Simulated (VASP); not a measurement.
Set up this calculation in VASP 6.6.1, as the native input.

| Item | Value |
| --- | --- |
| Task | relaxation of cell and atoms |
| Functional | PBE |
| Potentials or basis | VASP PAW PBE potentials, release 64 (Al, Si) |
| Cutoff | 600 eV |
| k mesh | 6 × 6 × 2 |
| Occupations | gaussian, width 0.1 eV |
| Spin | no spin polarisation |
| Dipole correction | no |
| Further INCAR settings | ALGO = Fast; EDIFF = 1e-06; IBRION = 2; EDIFFG = -0.04; NSW = 90; ISIF = 3 |

The structure of Al2Si lies in POSCAR:

```
Al2Si
1.0
    2.9943017600      0.0000000000      0.0000000000
    0.0000000000      2.9943017600      0.0000000000
    0.0000000000      0.0000000000      8.9187940300
Al Si
4 2
Direct
    0.0000000000      0.0000000000      0.8261659700
    0.0000000000      0.0000000000      0.1738340300
    0.0000000000      0.0000000000      0.5000000000
    0.5000000000      0.5000000000      0.0000000000
    0.5000000000      0.5000000000      0.3319490000
    0.5000000000      0.5000000000      0.6680510000
```

These files were run (other wordings do the same):

INCAR

```
ALGO = Fast ; EDIFF = 1E-6
EDIFFG = -0.04 ; ENCUT = 600
GGA = PE ; IBRION = 2
ISIF = 3 ; ISMEAR = 0
LASPH = T ; LCHARG = F
LREAL = F ; LWAVE = F
NELM = 80 ; NSW = 90
PREC = Accurate ; SIGMA = 0.1
```

KPOINTS

```
k-points
0
Gamma
  6 6 2
```

Potentials or basis: VASP PAW PBE potentials, release 64 (Al, Si).

The run is started by

```sh
$ cat potpaw_PBE.64/Al/POTCAR potpaw_PBE.64/Si/POTCAR > POTCAR
$ mpirun -np 1 vasp_std > vasp.out
```

It gave:

```
Relaxed volume                         : 16.15 Å³/atom
Relaxed cell                           : a = 3.141 Å, b = 3.141 Å, c = 9.823 Å, α = 90.00°, β = 90.00°, γ = 90.00°
Space group after relaxing (to 0.05 Å) : P4/mmm (No. 123)
Energy gained by relaxing              : 174.7 meV/atom
Ionic steps                            : 14
Pressure after relaxing                : 0.0 GPa
Largest force after relaxing           : 0.010 eV/Å
```

Caveat: the volume moved by over 15 % at a fixed basis, so the end points are rough.

Run time: 88 s on 1 thread of Intel(R) Xeon(R) Platinum 8559C (Emerald Rapids) (shared host), peak memory 0.2 GiB.
